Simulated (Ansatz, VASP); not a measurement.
## One calculation of Ga2O3, two programs

```
Ga O
1.0
     2.49226    1.43891    4.48064
    -2.49226    1.43891    4.48064
     0.00000   -2.87782    4.48064
Ga O
4 6
Cartesian
  0.0000 0.0000 4.7774
  0.0000 0.0000 1.9436
  0.0000 0.0000 8.6646
  0.0000 0.0000 11.4983
  -0.9788 1.4389 7.8411
  -0.7567 -1.5672 7.8411
  1.7356 0.1283 7.8411
  0.9788 -1.4389 5.6008
  0.7567 1.5672 5.6008
  -1.7356 -0.1283 5.6008
```

Alike in both runs: task single point; functional r2SCAN; k mesh 6 × 6 × 6; no spin polarisation.

|  | VASP | Ansatz |
| --- | --- | --- |
| version | VASP 6.6.1 | Ansatz 0.2.0 |
| potentials or method | VASP PAW PBE potentials, release 64 (Ga_d, O) | plane waves, PAW |
| plane-wave cutoff (eV) | 520 | 500 |
| occupations | gaussian, width 0.01 eV | fixed |
| valence electrons in the cell | 88 | 88 |

```csv
,VASP,Ansatz,Ansatz less VASP
gap on the k mesh at the Fermi level (eV),3.54,3.55,+0.007
pressure (GPa),1.9,0.0,-1.92
"traceless stress, the component that is largest in VASP (GPa)",-0.44,-0.01,+0.432
rms of the force components (eV/Å),0.021,0.001,-0.0202
```

VASP's potentials were made for PBE, not for r2SCAN. Atom by atom the forces differ by 0.020 eV/Å (rms over components).
